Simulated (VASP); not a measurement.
The system is MgTe4.

```
Mg Te
1.0
     3.26004    1.88218    5.05923
    -3.26004    1.88218    5.05923
     0.00000   -3.76437    5.05923
Mg Te
1 4
Direct
  0.50000 0.50000 0.50000
  0.50000 0.50000 0.00000
  0.00000 0.50000 0.50000
  0.50000 0.00000 0.50000
  0.00000 0.00000 0.00000
```

The cell was built from a structure type or drawn by symmetry, and may not be a known phase.

```yaml
Program: VASP 6.6.1
Task: relaxation of cell and atoms
Functional: PBE
Potentials_or_basis: VASP PAW PBE potentials, release 64 (Mg, Te)
Cutoff: 600 eV
k_mesh: 3 × 3 × 3
Occupations: gaussian, width 0.1 eV
Spin: no spin polarisation
```

At the start: pressure -1.6 GPa; volume 37.25 Å³/atom.

Q: How do energy, volume and symmetry change on relaxing?

A: Over 7 steps the energy falls by 68.6 meV/atom and the volume is 33.30 Å³/atom (-10.6 %); space group R-3m (No. 166, to 0.1 Å) before and after.

Step by step:
```tsv
step	energy change (eV)	largest force (eV/Å)	pressure (GPa)	volume (Å³)
1	0.0000	0.0000	-1.64	186.26
2	-0.2196	0.0000	-0.76	176.06
3	-0.3169	0.0000	0.26	167.79
4	-0.1747	0.0000	3.51	151.45
5	-0.3290	0.0000	0.80	164.35
6	-0.3380	0.0000	-0.55	167.84
7	-0.3428	0.0000	-0.06	166.52
```

Final structure:
```
Mg Te
1.0
     3.27378    1.89012    4.48508
    -3.27378    1.89012    4.48508
     0.00000   -3.78024    4.48508
Mg Te
1 4
Direct
  0.50000 0.50000 0.50000
  0.50000 0.50000 0.00000
  0.00000 0.50000 0.50000
  0.50000 0.00000 0.50000
  0.00000 0.00000 0.00000
```

Caveat: the k points lie up to 0.40 Å⁻¹ apart in the final cell, too coarse for converged energies and pressures of a metal.
